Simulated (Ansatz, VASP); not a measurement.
Two plane-wave programs on Be

```
CELL_PARAMETERS angstrom
0.00000 1.39717 1.39717
1.39717 0.00000 1.39717
1.39717 1.39717 0.00000
ATOMIC_POSITIONS crystal
Be 0.00000 0.00000 0.00000
```

Change from the starting cell: volume scaled by 0.699, to set the pressure.

Alike in both runs: task single point; functional PBEsol; k mesh 23 × 23 × 23; occupations fermi-dirac, width 0.1 eV; no spin polarisation.

```csv
,VASP,Ansatz
version,VASP 6.6.1,Ansatz 0.2.0
potentials or method,"VASP PAW PBE potentials, release 64 (Be)","PAW with Ansatz's default frozen-core files, scalar-relativistic"
plane-wave cutoff (eV),520,420
valence electrons in the cell,2,2
```

```csv
,VASP,Ansatz,Ansatz less VASP
pressure (GPa),80.7,79.7,-0.91
```

VASP's potentials were made for PBE, not for PBEsol. Both programs put the cell under a high pressure, so it lies far from rest at this level. With one functional, cell and mesh, what is left measures potentials, basis and numerics.

Noted on VASP's run: the cell as given lies far from equilibrium.
